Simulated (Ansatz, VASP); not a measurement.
NiO: VASP beside Ansatz

```
O Ni
1.0
     0.00000    2.08855    2.08855
     2.08855    0.00000    2.08855
     2.08855    2.08855    0.00000
O Ni
1 1
Direct
  0.50000 0.50000 0.50000
  0.00000 0.00000 0.00000
```

Alike in both runs: task single point; functional PBEsol; k mesh 9 × 9 × 9; occupations gaussian, width 0.02 eV; collinear spin; Hubbard terms Ni d U = 6.2 eV.

|  | VASP | Ansatz |
| --- | --- | --- |
| version | VASP 6.6.1 | Ansatz 0.2.0 |
| potentials or method | VASP PAW PBE potentials, release 64 (O_h, Ni_sv_GW), cutoff 1340 eV | PAW, plane waves, scalar-relativistic |
| valence electrons in the cell | 24 | 24 |

```tsv
	VASP	Ansatz	Ansatz less VASP
pressure (GPa)	1.1	3.4	+2.32
net moment per atom (μB)	1.00	1.00	0.000
size of the moment on the site where the two differ most (μB)	0.14	0.22	+0.071
```

VASP's potentials were made for PBE, not for PBEsol. Site moments also hang on the region over which each program counts them. The programs project onto different local orbitals, so the same U acts differently, and such runs can settle in different states. Ansatz's warnings: stability check not made.
